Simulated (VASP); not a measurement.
# TePtSe3 (R-3m) in VASP: further runs

Runs on TePtSe3. Level: PBE. Tasks: single point.

Program: VASP 6.6.1. These are calculated values, not measurements. Logs are shortened: lines on timing, memory, paths and dates and some standing lists are left out, and cuts for length are marked.

## Step 1: The cell of the first run

Symmetry: R-3m, No. 166, trigonal system. Conventional cell: a = 7.106 Å, b = 7.106 Å, c = 10.816 Å, α = 90.00°, β = 90.00°, γ = 120.00°. Within 4.7 Å of Te (site symmetry -3m) lie 12 Se at 3.55 to 4.15 Å and 6 Pt at 4.48 Å. Within 3.6 Å of Pt (site symmetry -3m) lie 6 Se at 2.73 Å. Within 3.6 Å of Se (site symmetry 2/m) lie 2 Pt at 2.73 Å and 2 Te at 3.55 Å and 4 Se at 3.55 Å.

The cell was built from a structure type or drawn by symmetry, and may not be a known phase.

## Step 2: Single point, PBE

The input, INCAR:

```
SYSTEM = TePtSe3
PREC = Accurate ; ENCUT = 520
EDIFF = 1E-6 ; ISMEAR = 0
SIGMA = 0.1 ; LREAL = .False.
LASPH = .True. ; NELM = 100
ALGO = Normal ; ISIF = 2
LWAVE = .False. ; LCHARG = .False.
GGA = PE ; NBANDS = 25
```

The input, KPOINTS:

```
Automatic mesh
0
Gamma
  3 3 3
  0 0 0
```

The input, POSCAR:

```
TePtSe3
1.0
    3.5528222800      2.0512229000      3.6053795200
   -3.5528222800      2.0512229000      3.6053795200
    0.0000000000     -4.1024458000      3.6053795200
Te Pt Se
1 1 3
Direct
    0.5000000000      0.5000000000      0.5000000000
    0.0000000000      0.0000000000      0.0000000000
    0.0000000000      0.0000000000      0.5000000000
    0.5000000000      0.0000000000      0.0000000000
    0.0000000000      0.5000000000      0.0000000000
```

Potentials or basis: VASP PAW PBE potentials, release 64 (Te, Pt, Se).

Started as:

```
> cat potpaw_PBE.64/Te/POTCAR potpaw_PBE.64/Pt/POTCAR potpaw_PBE.64/Se/POTCAR > POTCAR
> mpirun -np 1 vasp_std > vasp.out
```

OUTCAR:

```text
SYSTEM = TePtSe3
   PREC = Accurate
   ENCUT = 520
   EDIFF = 1E-6
   ISMEAR = 0
   LREAL = .False.
   LASPH = .True.
   NELM = 100
   ISIF = 2
   GGA = PE

 ion  position               nearest neighbor table
   1  0.500  0.500  0.500-
   2  0.000  0.000  0.000-   4 2.73   5 2.73   5 2.73   4 2.73   3 2.73   3 2.73
   3  0.000  0.000  0.500-   2 2.73   2 2.73
   4  0.500  0.000  0.000-   2 2.73   2 2.73
   5  0.000  0.500  0.000-   2 2.73   2 2.73

  LATTYP: Found a trigonal (rhomboedric) cell.
 ALAT       =     5.4615769721
 COS(alpha) =     0.1536678370

  Lattice vectors:

 A1 = (   3.5528222800,   2.0512229000,   3.6053795200)
 A2 = (  -3.5528222800,   2.0512229000,   3.6053795200)
 A3 = (   0.0000000000,  -4.1024458000,   3.6053795200)

Analysis of symmetry for initial positions (statically):
=====================================================================
 Subroutine PRICEL returns:
 Original cell was already a primitive cell.

 Routine SETGRP: Setting up the symmetry group for a
 trigonal (rhombohedral) supercell.

 Subroutine GETGRP returns: Found 12 space group operations
 (whereof 12 operations were pure point group operations)
 out of a pool of 12 trial point group operations.

The static configuration has the point symmetry D_3d.

Analysis of symmetry for dynamics (positions and initial velocities):
=====================================================================
 Subroutine PRICEL returns:
 Original cell was already a primitive cell.

 Routine SETGRP: Setting up the symmetry group for a
 trigonal (rhombohedral) supercell.

 Subroutine GETGRP returns: Found 12 space group operations
 (whereof 12 operations were pure point group operations)
 out of a pool of 12 trial point group operations.

The dynamic configuration has the point symmetry D_3d.

 Subroutine INISYM returns: Found 12 space group operations
 (whereof 12 operations are pure point group operations),
 and found     1 'primitive' translations

----------------------------------------------------------------------------------------

                                     Primitive cell

  volume of cell :     157.6480

  direct lattice vectors                    reciprocal lattice vectors
     3.552822280  2.051222900  3.605379520     0.140733186  0.081252343  0.092454437
    -3.552822280  2.051222900  3.605379520    -0.140733186  0.081252343  0.092454437
     0.000000000 -4.102445800  3.605379520     0.000000000 -0.162504686  0.092454437

  length of vectors
     5.461576972  5.461576972  5.461576972     0.186964157  0.186964157  0.186964157

  position of ions in fractional coordinates (direct lattice)
     0.500000000  0.500000000  0.500000000
     0.000000000  0.000000000  0.000000000
     0.000000000  0.000000000  0.500000000
     0.500000000  1.000000000  0.000000000
     1.000000000  0.500000000  0.000000000

  ion indices of the primitive-cell ions
   primitive index   ion index
                 1           1
                 2           2
                 3           3
                 4           4
                 5           5

----------------------------------------------------------------------------------------

 KPOINTS: Automatic mesh

Automatic generation of k-mesh.
 Grid dimensions read from file:
 generate k-points for:    3    3    3

 Generating k-lattice:

  Cartesian coordinates                     Fractional coordinates (reciprocal lattice)
     0.046911062  0.027084114  0.030818146     0.333333333  0.000000000  0.000000000
    -0.046911062  0.027084114  0.030818146     0.000000000  0.333333333  0.000000000
     0.000000000 -0.054168229  0.030818146     0.000000000  0.000000000  0.333333333

  Length of vectors
     0.062321386  0.062321386  0.062321386

  Shift w.r.t. Gamma in fractional coordinates (k-lattice)
     0.000000000  0.000000000  0.000000000

 Subroutine IBZKPT returns following result:
 ===========================================

 Found      6 irreducible k-points:

 Following reciprocal coordinates:
            Coordinates               Weight
  0.000000  0.000000  0.000000      1.000000
  0.333333 -0.000000  0.000000      6.000000
  0.333333  0.333333  0.000000      6.000000
 -0.333333  0.333333  0.000000      6.000000
  0.333333  0.333333  0.333333      2.000000
 -0.333333  0.333333  0.333333      6.000000
   k-points           NKPTS =      6   k-points in BZ     NKDIM =      6   number of bands    NBANDS=     25
   number of dos      NEDOS =    301   number of ions     NIONS =      5
   total plane-waves  NPLWV =  74088
   dimension x,y,z NGX =    42 NGY =   42 NGZ =   42
   dimension x,y,z NGXF=    84 NGYF=   84 NGZF=   84
   ions per type =               1   1   3
   NGX,Y,Z   is equivalent  to a cutoff of  12.78, 12.78, 12.78 a.u.
   NGXF,Y,Z  is equivalent  to a cutoff of  25.57, 25.57, 25.57 a.u.
 SYSTEM =  TePtSe3
   PREC   = accura    normal or accurate (medium, high low for compatibility)
   ISTART =      0    job   : 0-new  1-cont  2-samecut
   ICHARG =      2    charge: 1-file 2-atom 10-const
   ISPIN  =      1    spin polarized calculation?
   LNONCOLLINEAR =      F non collinear calculations
   LSORBIT =      F    spin-orbit coupling
   LASPH  =      T    aspherical Exc in radial PAW
   ENCUT  =  520.0 eV  38.22 Ry    6.18 a.u.  10.15 10.15 10.15*2*pi/ulx,y,z
   NELM   =    100;   NELMIN=  2; NELMDL= -5     # of ELM steps
   EDIFF  = 0.1E-05   stopping-criterion for ELM
   LREAL  =      F    real-space projection
   EDIFFG = 0.1E-04   stopping-criterion for IOM
   NSW    =      0    number of steps for IOM
   IBRION =     -1    ionic relax: 0-MD 1-quasi-New 2-CG
   NFREE  =      0    steps in history (QN), initial steepest desc. (CG)
   ISIF   =      2    stress and relaxation
   ISYM   =      2    0-nonsym 1-usesym 2-fastsym
   POTIM  = 0.5000    time-step for ionic-motion
   TEBEG  =    0.0;   TEEND  =   0.0 temperature during run
   PSTRESS=    0.0 pullay stress
   NELECT =      34.0000    total number of electrons
   NUPDOWN=      -1.0000    fix difference up-down
   EMIN   =  10.00;   EMAX   =-10.00  energy-range for DOS
   EFERMI =   0.00;   METHOD = LEGACY
   ISMEAR =     0;   SIGMA  =   0.10  broadening in eV -4-tet -1-fermi 0-gaus
   EFERMI_NEDOS =   21; number of points for ismear=-14 and -15
   IALGO  =     38    algorithm
   IMIX   =      4    mixing-type and parameters
     AMIX     =   0.40;   BMIX     =  1.00
     AMIX_MAG =   1.60;   BMIX_MAG =  1.00
  volume/ion in A,a.u.               =      31.53       212.77
  Fermi-wavevector in a.u.,A,eV,Ry     =   0.981759  1.855256 13.113989  0.963851
  Thomas-Fermi vector in A             =   2.112790
   LORBIT       =      0    0 simple, 1 ext, 2 COOP (PROOUT), +10 PAW based schemes
   GGA     = PE    functional components
   LHFCALC =     F    Hartree Fock is set to
   AEXX    =    0.0000 exact exchange contribution
   IVDW    =     0    specifies the selected vdW correction
   LEPSILON=     F    determine dielectric tensor
   LRPA    =     F    only Hartree local field effects (RPA)
 non-spin polarized calculation
 Gauss-broadening in eV      SIGMA  =   0.10
  energy-cutoff  :      520.00
  volume of cell :      157.65
 maximum number of plane-waves:      4273
 NGX is ok and might be reduce to    42
   NGX = 21   NGY = 21   NGZ = 21

 number of electron      34.0000001 magnetization

 Free energy of the ion-electron system (eV)
  ---------------------------------------------------
  ext. energy  EPLUGINS =         0.00000000
  ---------------------------------------------------
  free energy    TOTEN  =       -16.55168481 eV

  energy without entropy =      -16.47677648  energy(sigma->0) =      -16.51423065

 E-fermi :   2.2554     XC(G=0):  -8.8041

 val. band max:        2.2232279535   @ k =   0.3333   0.3333   0.3333
 cond. band min:       2.2571923258   @ k =   0.3333   0.3333   0.0000
 fundamental gap:      0.0339643723
 Fermi energy:         2.2553848349

 k-point     1 :       0.0000    0.0000    0.0000
  band No.  band energies     occupation
      1     -10.7245      2.00000
      2      -9.6192      2.00000
      3      -9.6192      2.00000
      4      -7.7105      2.00000
      5      -1.4251      2.00000
      6      -1.2339      2.00000
[... 17 lines left out ...]
     24       7.6612      0.00000
     25       7.9675      0.00000

 k-point     2 :       0.3333   -0.0000    0.0000
  band No.  band energies     occupation
      1     -10.4719      2.00000
      2      -9.7829      2.00000
      3      -9.6178      2.00000
      4      -7.8060      2.00000
      5      -2.0635      2.00000
      6      -1.0067      2.00000
[... 17 lines left out ...]
     24       8.7181      0.00000
     25       9.2637      0.00000

 k-point     3 :       0.3333    0.3333    0.0000
  band No.  band energies     occupation
      1     -10.3242      2.00000
      2      -9.7711      2.00000
      3      -9.6251      2.00000
      4      -7.8549      2.00000
      5      -2.5103      2.00000
      6      -1.7279      2.00000
[... 17 lines left out ...]
     24       9.4061      0.00000
     25       9.8644      0.00000

 k-point     4 :      -0.3333    0.3333    0.0000
  band No.  band energies     occupation
      1     -10.1807      2.00000
      2      -9.9055      2.00000
      3      -9.6607      2.00000
      4      -7.8787      2.00000
      5      -2.3319      2.00000
      6      -1.7579      2.00000
[... 17 lines left out ...]
     24       9.6153      0.00000
     25       9.9638      0.00000

 k-point     5 :       0.3333    0.3333    0.3333
  band No.  band energies     occupation
      1     -10.3323      2.00000
      2      -9.6074      2.00000
      3      -9.6074      2.00000
      4      -7.7773      2.00000
      5      -3.0156      2.00000
      6      -1.8685      2.00000
[... 17 lines left out ...]
     24       8.4873      0.00000
     25       9.6624      0.00000

 k-point     6 :      -0.3333    0.3333    0.3333
  band No.  band energies     occupation
      1     -10.0947      2.00000
      2      -9.8675      2.00000
      3      -9.6150      2.00000
      4      -7.8673      2.00000
      5      -2.8043      2.00000
      6      -1.7802      2.00000
[... 17 lines left out ...]
     24       9.0623      0.00000
     25       9.8470      0.00000

------------------------ aborting loop because EDIFF is reached ----------------------------------------

  FORCE on cell =-STRESS in cart. coord.  units (eV):
  Direction    XX          YY          ZZ          XY          YZ          ZX
  --------------------------------------------------------------------------------------
  -------------------------------------------------------------------------------------
  Total       -9.8186000     -9.8186000     -8.8730011      0.0000000      0.0000000      0.0000000
  in kB      -99.7864501    -99.7864501    -90.1763268      0.0000000      0.0000000      0.0000000
  external PRESSURE =     -96.5830757 kB  Pullay stress =       0.0000000 kB

 VOLUME and BASIS-vectors are now :
 -----------------------------------------------------------------------------
  energy-cutoff  :      520.00
  volume of cell :      157.65
      direct lattice vectors                 reciprocal lattice vectors
     3.552822280  2.051222900  3.605379520     0.140733186  0.081252343  0.092454437
    -3.552822280  2.051222900  3.605379520    -0.140733186  0.081252343  0.092454437
     0.000000000 -4.102445800  3.605379520     0.000000000 -0.162504686  0.092454437

 POSITION                                       TOTAL-FORCE (eV/Angst)
 -----------------------------------------------------------------------------------
      0.00000      0.00000      5.40807         0.000000      0.000000     -0.000000
      0.00000      0.00000      0.00000        -0.000000     -0.000000     -0.000000
      0.00000     -2.05122      1.80269        -0.000000     -0.000000      0.000000
      1.77641      1.02561      1.80269        -0.000000     -0.000000      0.000000
     -1.77641      1.02561      1.80269         0.000000     -0.000000     -0.000000
 -----------------------------------------------------------------------------------
    total drift:                               -0.000000      0.000000     -0.000000

  FREE ENERGIE OF THE ION-ELECTRON SYSTEM (eV)
  ---------------------------------------------------
  free  energy   TOTEN  =       -16.5516848113 eV

  energy  without entropy=      -16.4767764804  energy(sigma->0) =      -16.51423065
```

Wall time 19 s (1 thread of Intel Xeon 6975P-C (Granite Rapids), shared host); peak memory 0.25 GiB.

What came out:

* Free energy: -16.5517 eV
* Pressure: -9.7 GPa
* Band gap on the k mesh: zero (bands 17 and 18 overlap by 0.49 eV)

Stress tensor (GPa, compression positive):
```
-9.98  0.00  0.00
 0.00 -9.98  0.00
 0.00  0.00 -9.02
```

Levels at points of the mesh, in eV from the Fermi level:
```
           k point  band 14  band 15  band 16  band 17  band 18  band 19  band 20  band 21
(0.00, 0.00, 0.00)    -1.53    -1.21    -0.25    -0.19    -0.19    -0.15     0.62     1.45
```

Caveat: the k points lie up to 0.39 Å⁻¹ apart; spin-orbit coupling is left out, which moves the levels of the heavy elements.

(Part 1 of 2 ends here.)
